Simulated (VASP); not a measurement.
C:

```
C
1.0
     2.48215    0.00000    0.00000
    -1.24107    2.14960    0.00000
     0.00000    0.00000    8.10670
C
8
Direct
  0.00000 0.00000 0.00000
  0.33333 0.66667 0.25000
  0.00000 0.00000 0.50000
  0.66667 0.33333 0.75000
  0.00000 0.00000 0.18750
  0.33333 0.66667 0.43750
  0.00000 0.00000 0.68750
  0.66667 0.33333 0.93750
```

| Quantity | Value |
| --- | --- |
| Program | VASP 6.6.1 |
| Task | relaxation of cell and atoms |
| Functional | PBEsol |
| Potentials or basis | VASP PAW PBE potentials, release 64 (C) |
| Cutoff | 600 eV |
| k mesh | 9 × 9 × 4 |
| Occupations | fermi-dirac, width 0.03 eV |
| Spin | no spin polarisation |

At the start: pressure 19.0 GPa; volume 5.41 Å³/atom.

Problem. How do energy, volume and symmetry change on relaxing?

Solution. Over 6 steps the energy falls by 15.0 meV/atom and the volume is 5.62 Å³/atom (+4.0 %); space group P6_3/mmc (No. 194, to 0.05 Å).

Step by step:
```tsv
step	energy change (eV)	largest force (eV/Å)	pressure (GPa)	volume (Å³)
1	0.0000	0.3613	19.01	43.25
2	0.0846	0.5363	-20.94	47.39
3	-0.1190	0.1026	0.04	44.98
4	-0.1191	0.0955	0.39	44.94
5	-0.1189	0.1105	-0.50	45.03
6	-0.1197	0.0029	-0.03	44.98
```

Final structure:
```cif
data_structure
_symmetry_space_group_name_H-M 'P 1'
_symmetry_Int_Tables_number 1
_cell_length_a 2.5066
_cell_length_b 2.5066
_cell_length_c 8.2674
_cell_angle_alpha 90.000
_cell_angle_beta 90.000
_cell_angle_gamma 120.000
_cell_volume 44.98
loop_
_atom_site_label
_atom_site_type_symbol
_atom_site_fract_x
_atom_site_fract_y
_atom_site_fract_z
_atom_site_occupancy
C1 C 0.00000 0.00000 0.00080 1
C2 C 0.33333 0.66667 0.24930 1
C3 C 0.00000 0.00000 0.50080 1
C4 C 0.66667 0.33333 0.74930 1
C5 C 0.00000 0.00000 0.18670 1
C6 C 0.33333 0.66667 0.43820 1
C7 C 0.00000 0.00000 0.68670 1
C8 C 0.66667 0.33333 0.93820 1
```

Caveat: the PAW data sets were made with another functional, which shifts forces and pressure a little.
